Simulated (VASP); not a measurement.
# Mg5CdSe6 in VASP: further runs

The runs below take Mg5CdSe6 through single point, with PBE.

All numbers are computed with VASP 6.6.1; they aren't measurements. Logs are shortened: lines on timing, memory, paths and dates and some standing lists are left out, and cuts for length are marked.

## 1. The cell of the first run

Symmetry: P3m1, No. 156, trigonal system. The conventional cell has a = 4.265 Å, b = 4.265 Å, c = 20.866 Å, α = 90.00°, β = 90.00°, γ = 120.00°. Within 3.4 Å of Mg (site symmetry 3m) lie 4 Se at 2.60 Å. Mg (site symmetry 3m) has 4 Se at 2.60 Å within 3.4 Å. Mg (site symmetry 3m) has 4 Se at 2.60 Å within 3.4 Å. Mg (site symmetry 3m) has 4 Se at 2.59 to 2.60 Å within 3.4 Å. Within 3.4 Å of Mg (site symmetry 3m) lie 4 Se at 2.60 Å. Cd (site symmetry 3m) has 4 Se at 2.65 to 2.67 Å within 3.5 Å. Within 3.4 Å of Se (site symmetry 3m) lie 4 Mg at 2.60 Å. Se (site symmetry 3m) has 4 Mg at 2.60 Å within 3.4 Å.

## 2. Single point, PBE

The input, INCAR:

```
ALGO = Normal
EDIFF = 1E-6
ENCUT = 520
GGA = PE
ISIF = 2
ISMEAR = 0
LASPH = True
LCHARG = False
LREAL = False
LWAVE = False
NBANDS = 41
NELM = 60
PREC = Accurate
SIGMA = 0.1
```

The input, KPOINTS:

```
k-points
0
Gamma
  6 6 1
```

The input, POSCAR:

```
Mg5CdSe6
1.0
    4.2654673000      0.0000000000      0.0000000000
   -2.1327336000      3.6940030000      0.0000000000
    0.0000000000      0.0000000000     20.8663543000
Mg Cd Se
5 1 6
Direct
    0.3333333000      0.6666667000      0.0012960000
    0.0000000000      0.0000000000      0.1663950000
    0.6666667000      0.3333333000      0.3315060000
    0.3333333000      0.6666667000      0.4963640000
    0.6666667000      0.3333333000      0.8360710000
    0.0000000000      0.0000000000      0.6681580000
    0.3333333000      0.6666667000      0.1257440000
    0.0000000000      0.0000000000      0.2908390000
    0.6666667000      0.3333333000      0.4559660000
    0.3333333000      0.6666667000      0.6207160000
    0.0000000000      0.0000000000      0.7963210000
    0.6666667000      0.3333333000      0.9606240000
```

Potentials or basis: VASP PAW PBE potentials, release 64 (Mg, Cd, Se).

The run is started by

```console
$ cat potpaw_PBE.64/Mg/POTCAR potpaw_PBE.64/Cd/POTCAR potpaw_PBE.64/Se/POTCAR > POTCAR
$ mpirun -np 1 vasp_std > vasp.out
```

OUTCAR:

```text
EDIFF = 1E-6
   ENCUT = 520
   GGA = PE
   ISIF = 2
   ISMEAR = 0
   LASPH = True
   LREAL = False
   NELM = 60
   PREC = Accurate

 ion  position               nearest neighbor table
   1  0.333  0.667  0.001-   7 2.60  12 2.60  12 2.60  12 2.60
   2  0.000  0.000  0.166-   8 2.60   7 2.60   7 2.60   7 2.60
   3  0.667  0.333  0.332-   9 2.60   8 2.60   8 2.60   8 2.60
   4  0.333  0.667  0.496-  10 2.59   9 2.60   9 2.60   9 2.60
   5  0.667  0.333  0.836-  11 2.60  11 2.60  11 2.60  12 2.60
   6  0.000  0.000  0.668-  10 2.65  10 2.65  10 2.65  11 2.67
   7  0.333  0.667  0.126-   1 2.60   2 2.60   2 2.60   2 2.60
   8  0.000  0.000  0.291-   2 2.60   3 2.60   3 2.60   3 2.60
   9  0.667  0.333  0.456-   3 2.60   4 2.60   4 2.60   4 2.60
  10  0.333  0.667  0.621-   4 2.59   6 2.65   6 2.65   6 2.65
  11  0.000  0.000  0.796-   5 2.60   5 2.60   5 2.60   6 2.67
  12  0.667  0.333  0.961-   5 2.60   1 2.60   1 2.60   1 2.60

  LATTYP: Found a hexagonal cell.
 ALAT       =     4.2654673000
 C/A-ratio  =     4.8919269174

  Lattice vectors:

 A1 = (   4.2654673000,   0.0000000000,   0.0000000000)
 A2 = (  -2.1327336000,   3.6940030000,   0.0000000000)
 A3 = (   0.0000000000,   0.0000000000,  20.8663543000)

Analysis of symmetry for initial positions (statically):
=====================================================================
 Subroutine PRICEL returns:
 Original cell was already a primitive cell.

 Routine SETGRP: Setting up the symmetry group for a
 hexagonal supercell.

 Subroutine GETGRP returns: Found  6 space group operations
 (whereof  6 operations were pure point group operations)
 out of a pool of 24 trial point group operations.

The static configuration has the point symmetry C_3v.

Analysis of symmetry for dynamics (positions and initial velocities):
=====================================================================
 Subroutine PRICEL returns:
 Original cell was already a primitive cell.

 Routine SETGRP: Setting up the symmetry group for a
 hexagonal supercell.

 Subroutine GETGRP returns: Found  6 space group operations
 (whereof  6 operations were pure point group operations)
 out of a pool of 24 trial point group operations.

The dynamic configuration has the point symmetry C_3v.

 Subroutine INISYM returns: Found  6 space group operations
 (whereof  6 operations are pure point group operations),
 and found     1 'primitive' translations

----------------------------------------------------------------------------------------

                                     Primitive cell

  volume of cell :     328.7838

  direct lattice vectors                    reciprocal lattice vectors
     4.265467300  0.000000000  0.000000000     0.234440902  0.135354516  0.000000000
    -2.132733600  3.694003000  0.000000000     0.000000000  0.270709038  0.000000000
     0.000000000  0.000000000 20.866354300     0.000000000  0.000000000  0.047924040

  length of vectors
     4.265467300  4.265467240 20.866354300     0.270709035  0.270709038  0.047924040

  position of ions in fractional coordinates (direct lattice)
     0.333333300  0.666666700  0.001296000
     0.000000000  0.000000000  0.166395000
     0.666666700  0.333333300  0.331506000
     0.333333300  0.666666700  0.496364000
     0.666666700  0.333333300  0.836071000
     0.000000000  0.000000000  0.668158000
     0.333333300  0.666666700  0.125744000
     0.000000000  0.000000000  0.290839000
     0.666666700  0.333333300  0.455966000
     0.333333300  0.666666700  0.620716000
     0.000000000  0.000000000  0.796321000
     0.666666700  0.333333300  0.960624000

  ion indices of the primitive-cell ions
   primitive index   ion index
                 1           1
                 2           2
                 3           3
                 4           4
                 5           5
                 6           6
                 7           7
                 8           8
                 9           9
                10          10
                11          11
                12          12

----------------------------------------------------------------------------------------

 KPOINTS: k-points

Automatic generation of k-mesh.
 Grid dimensions read from file:
 generate k-points for:    6    6    1

 Generating k-lattice:

  Cartesian coordinates                     Fractional coordinates (reciprocal lattice)
     0.039073484  0.022559086  0.000000000     0.166666667  0.000000000  0.000000000
     0.000000000  0.045118173  0.000000000     0.000000000  0.166666667  0.000000000
     0.000000000  0.000000000  0.047924040     0.000000000  0.000000000  1.000000000

  Length of vectors
     0.045118172  0.045118173  0.047924040

  Shift w.r.t. Gamma in fractional coordinates (k-lattice)
     0.000000000  0.000000000  0.000000000

 Subroutine IBZKPT returns following result:
 ===========================================

 Found      7 irreducible k-points:

 Following reciprocal coordinates:
            Coordinates               Weight
  0.000000  0.000000  0.000000      1.000000
  0.166667  0.000000  0.000000      6.000000
  0.333333  0.000000  0.000000      6.000000
  0.500000 -0.000000  0.000000      3.000000
  0.166667  0.166667  0.000000      6.000000
  0.333333  0.166667  0.000000     12.000000
  0.333333  0.333333  0.000000      2.000000
   k-points           NKPTS =      7   k-points in BZ     NKDIM =      7   number of bands    NBANDS=     41
   number of dos      NEDOS =    301   number of ions     NIONS =     12
   total plane-waves  NPLWV = 163840
   dimension x,y,z NGX =    32 NGY =   32 NGZ =  160
   dimension x,y,z NGXF=    64 NGYF=   64 NGZF=  320
   ions per type =               5   1   6
   NGX,Y,Z   is equivalent  to a cutoff of  12.47, 12.47, 12.75 a.u.
   NGXF,Y,Z  is equivalent  to a cutoff of  24.94, 24.94, 25.49 a.u.
 SYSTEM =  unknown system
   PREC   = accura    normal or accurate (medium, high low for compatibility)
   ISTART =      0    job   : 0-new  1-cont  2-samecut
   ICHARG =      2    charge: 1-file 2-atom 10-const
   ISPIN  =      1    spin polarized calculation?
   LNONCOLLINEAR =      F non collinear calculations
   LSORBIT =      F    spin-orbit coupling
   LASPH  =      T    aspherical Exc in radial PAW
   ENCUT  =  520.0 eV  38.22 Ry    6.18 a.u.   7.93  7.93 38.80*2*pi/ulx,y,z
   NELM   =     60;   NELMIN=  2; NELMDL= -5     # of ELM steps
   EDIFF  = 0.1E-05   stopping-criterion for ELM
   LREAL  =      F    real-space projection
   EDIFFG = 0.1E-04   stopping-criterion for IOM
   NSW    =      0    number of steps for IOM
   IBRION =     -1    ionic relax: 0-MD 1-quasi-New 2-CG
   NFREE  =      0    steps in history (QN), initial steepest desc. (CG)
   ISIF   =      2    stress and relaxation
   ISYM   =      2    0-nonsym 1-usesym 2-fastsym
   POTIM  = 0.5000    time-step for ionic-motion
   TEBEG  =    0.0;   TEEND  =   0.0 temperature during run
   PSTRESS=    0.0 pullay stress
   NELECT =      58.0000    total number of electrons
   NUPDOWN=      -1.0000    fix difference up-down
   EMIN   =  10.00;   EMAX   =-10.00  energy-range for DOS
   EFERMI =   0.00;   METHOD = LEGACY
   ISMEAR =     0;   SIGMA  =   0.10  broadening in eV -4-tet -1-fermi 0-gaus
   EFERMI_NEDOS =   21; number of points for ismear=-14 and -15
   IALGO  =     38    algorithm
   IMIX   =      4    mixing-type and parameters
     AMIX     =   0.40;   BMIX     =  1.00
     AMIX_MAG =   1.60;   BMIX_MAG =  1.00
  volume/ion in A,a.u.               =      27.40       184.90
  Fermi-wavevector in a.u.,A,eV,Ry     =   0.918151  1.735053 11.469723  0.843001
  Thomas-Fermi vector in A             =   2.043200
   LORBIT       =      0    0 simple, 1 ext, 2 COOP (PROOUT), +10 PAW based schemes
   GGA     = PE    functional components
   LHFCALC =     F    Hartree Fock is set to
   AEXX    =    0.0000 exact exchange contribution
   IVDW    =     0    specifies the selected vdW correction
   LEPSILON=     F    determine dielectric tensor
   LRPA    =     F    only Hartree local field effects (RPA)
 non-spin polarized calculation
 Gauss-broadening in eV      SIGMA  =   0.10
  energy-cutoff  :      520.00
  volume of cell :      328.78
 maximum number of plane-waves:      8904
 NGX is ok and might be reduce to    32
   NGX = 15   NGY = 15   NGZ = 77

 number of electron      57.9999999 magnetization

 Free energy of the ion-electron system (eV)
  ---------------------------------------------------
  ext. energy  EPLUGINS =         0.00000000
  ---------------------------------------------------
  free energy    TOTEN  =       -43.06166800 eV

  energy without entropy =      -43.06166800  energy(sigma->0) =      -43.06166800

 E-fermi :   1.4076     XC(G=0):  -8.1911

 val. band max:        0.9319010140   @ k =   0.0000   0.0000   0.0000
 cond. band min:       2.6031526493   @ k =   0.0000   0.0000   0.0000
 fundamental gap:      1.6712516353
 Fermi energy:         1.4075696382

 k-point     1 :       0.0000    0.0000    0.0000
  band No.  band energies     occupation
      1     -11.1542      2.00000
      2     -11.0376      2.00000
      3     -11.0068      2.00000
      4     -10.8185      2.00000
      5     -10.7248      2.00000
      6     -10.6016      2.00000
[... 33 lines left out ...]
     40       7.3702      0.00000
     41       7.3931      0.00000

 k-point     2 :       0.1667    0.0000    0.0000
  band No.  band energies     occupation
      1     -11.0630      2.00000
      2     -10.9502      2.00000
      3     -10.9141      2.00000
      4     -10.7512      2.00000
      5     -10.6580      2.00000
      6     -10.5482      2.00000
[... 209 lines left out ...]
     40       6.5952      0.00000
     41       6.7737      0.00000

 k-point     7 :       0.3333    0.3333    0.0000
  band No.  band energies     occupation
      1     -10.7405      2.00000
      2     -10.5858      2.00000
      3     -10.4646      2.00000
      4     -10.4588      2.00000
      5     -10.4523      2.00000
      6     -10.4442      2.00000
[... 33 lines left out ...]
     40       7.1114      0.00000
     41       7.2459      0.00000

------------------------ aborting loop because EDIFF is reached ----------------------------------------

  FORCE on cell =-STRESS in cart. coord.  units (eV):
  Direction    XX          YY          ZZ          XY          YZ          ZX
  --------------------------------------------------------------------------------------
  -------------------------------------------------------------------------------------
  Total       -0.0003119     -0.0003119      0.0104508     -0.0000000      0.0000000      0.0000000
  in kB       -0.0015199     -0.0015199      0.0509272     -0.0000000      0.0000000      0.0000000
  external PRESSURE =       0.0159625 kB  Pullay stress =       0.0000000 kB

 VOLUME and BASIS-vectors are now :
 -----------------------------------------------------------------------------
  energy-cutoff  :      520.00
  volume of cell :      328.78
      direct lattice vectors                 reciprocal lattice vectors
     4.265467300  0.000000000  0.000000000     0.234440902  0.135354516  0.000000000
    -2.132733600  3.694003000  0.000000000     0.000000000  0.270709038  0.000000000
     0.000000000  0.000000000 20.866354300     0.000000000  0.000000000  0.047924040

 POSITION                                       TOTAL-FORCE (eV/Angst)
 -----------------------------------------------------------------------------------
     -0.00000      2.46267      0.02704         0.000000      0.000000      0.000468
      0.00000      0.00000      3.47206         0.000000     -0.000000      0.000254
      2.13273      1.23133      6.91732         0.000000     -0.000000      0.000176
     -0.00000      2.46267     10.35731         0.000000     -0.000000      0.000862
      2.13273      1.23133     17.44575         0.000000     -0.000000      0.002733
      0.00000      0.00000     13.94202        -0.000000      0.000000      0.002560
     -0.00000      2.46267      2.62382        -0.000000      0.000000     -0.000827
      0.00000      0.00000      6.06875         0.000000     -0.000000      0.000048
      2.13273      1.23133      9.51435        -0.000000     -0.000000      0.000130
     -0.00000      2.46267     12.95208         0.000000     -0.000000     -0.038381
      0.00000      0.00000     16.61632         0.000000     -0.000000      0.032416
      2.13273      1.23133     20.04472        -0.000000     -0.000000     -0.000438
 -----------------------------------------------------------------------------------
    total drift:                               -0.000020      0.000012     -0.000103

  FREE ENERGIE OF THE ION-ELECTRON SYSTEM (eV)
  ---------------------------------------------------
  free  energy   TOTEN  =       -43.0616680004 eV

  energy  without entropy=      -43.0616680004  energy(sigma->0) =      -43.06166800
```

It took 2 min on 1 thread of Intel Xeon 6975P-C, shared host; peak memory 0.46 GiB.

What came out:

| Quantity | Value |
| --- | --- |
| Free energy | -43.0617 eV |
| Pressure | 0.0 GPa |
| Largest force | 0.038 eV/Å |
| Band gap on the k mesh | 1.67 eV, direct |

Forces on the atoms (eV/Å):
```
Mg   0.000  0.000  0.000
Mg   0.000  0.000  0.000
Mg   0.000  0.000  0.000
Mg   0.000  0.000  0.001
Mg   0.000  0.000  0.003
Cd   0.000  0.000  0.003
Se   0.000  0.000 -0.001
Se   0.000  0.000  0.000
Se   0.000  0.000  0.000
Se   0.000  0.000 -0.038
Se   0.000  0.000  0.032
Se   0.000  0.000  0.000
```

Levels at points of the mesh, in eV from the valence-band top:
```csv
k point,band 26,band 27,band 28,band 29,band 30,band 31,band 32,band 33
"(0.00, 0.00, 0.00)",-0.58,-0.38,0.00,0.00,1.67,2.69,3.00,3.42
"(0.50, 0.00, 0.00)",-1.10,-1.00,-0.81,-0.72,2.99,3.24,3.58,3.72
```

(Continued in part 2 of 3.)
